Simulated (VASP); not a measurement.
CdO, 2 atoms in the cell. The structure is cubic, space group Fm-3m (No. 225). The conventional cell has a = 4.691 Å, b = 4.691 Å, c = 4.691 Å, α = 90.00°, β = 90.00°, γ = 90.00°. Within 3.1 Å of Cd (site symmetry m-3m) lie 6 O at 2.35 Å. Within 3.1 Å of O (site symmetry m-3m) lie 6 Cd at 2.35 Å. 

| Item | Value |
| --- | --- |
| Program | VASP 6.6.1 |
| Task | single point |
| Functional | PBEsol |
| Potentials or basis | VASP PAW PBE potentials, release 64 (Cd, O) |
| Cutoff | 600 eV |
| k mesh | 16 × 16 × 16 |
| Occupations | gaussian, width 0.1 eV |
| Spin | no spin polarisation |
| Dipole correction | no |
| Further INCAR settings | ALGO = Normal; EDIFF = 1e-06; NBANDS = 16 |

Potentials or basis: VASP PAW PBE potentials, release 64 (Cd, O).

Run with:

```sh
$ cat potpaw_PBE.64/Cd/POTCAR potpaw_PBE.64/O/POTCAR > POTCAR
$ mpirun -np 1 vasp_std > vasp.out
```

Hardware: 1 thread of Intel(R) Xeon(R) Platinum 8488C (Sapphire Rapids) (shared host).

**Question.** How long does it take, and how much memory?

**Answer.** Wall time 52 s on 1 thread of Intel(R) Xeon(R) Platinum 8488C (Sapphire Rapids) (shared host), peak memory 0.21 GiB. Counts: scf iterations 13, k points 145.
